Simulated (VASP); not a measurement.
Set up this calculation in VASP 6.6.1, as the native input.

```yaml
Task: single point
Functional: PBE
Potentials_or_basis: VASP PAW PBE potentials, release 64 (Rh_pv)
Cutoff: 520 eV
k_mesh: 16 × 16 × 16
Occupations: fermi-dirac, width 0.05 eV
Spin: collinear spin, ferromagnetic start
Starting_moments: "[0.466] μB"
Dipole_correction: no
Further_INCAR_settings: ALGO = Normal; EDIFF = 1e-07; NBANDS = 18
```

The structure of Rh lies in POSCAR:

```
Rh
1.0
   -1.4942687796      1.4942687796      1.4942687796
    1.4942687796     -1.4942687796      1.4942687796
    1.4942687796      1.4942687796     -1.4942687796
Rh
1
Direct
    0.0000000000      0.0000000000      0.0000000000
```

This isn't the form of Rh at room conditions, which is fcc.

The input as run:

INCAR

```
PREC = Accurate
ENCUT = 520
EDIFF = 1E-7
ISMEAR = -1
SIGMA = 0.05
LREAL = False
LASPH = True
NELM = 150
ALGO = Normal
ISIF = 2
LWAVE = False
LCHARG = True
ISPIN = 2
MAGMOM = 0.466
LORBIT = 11
LMAXMIX = 4
GGA = PE
LELF = True
LVHAR = True
NBANDS = 18
```

KPOINTS

```
Automatic mesh
0
Gamma
  16 16 16
```

Potentials or basis: VASP PAW PBE potentials, release 64 (Rh_pv).

Run with:

```bash
$ cat potpaw_PBE.64/Rh_pv/POTCAR > POTCAR
$ mpirun -np 1 vasp_std > vasp.out
```

Results of the run:

```yaml
Pressure: 23.8 GPa
Net_moment: 0.38 μB per cell
Site_moments: Rh +0.38 μB
Valence_electrons_inside_the_program's_atomic_spheres: Rh 13.87
```

Caveat: the cell stands under pressure.

Run time: 67 s on 1 thread of Intel Xeon 8259CL, on a shared host, peak memory 0.17 GiB.
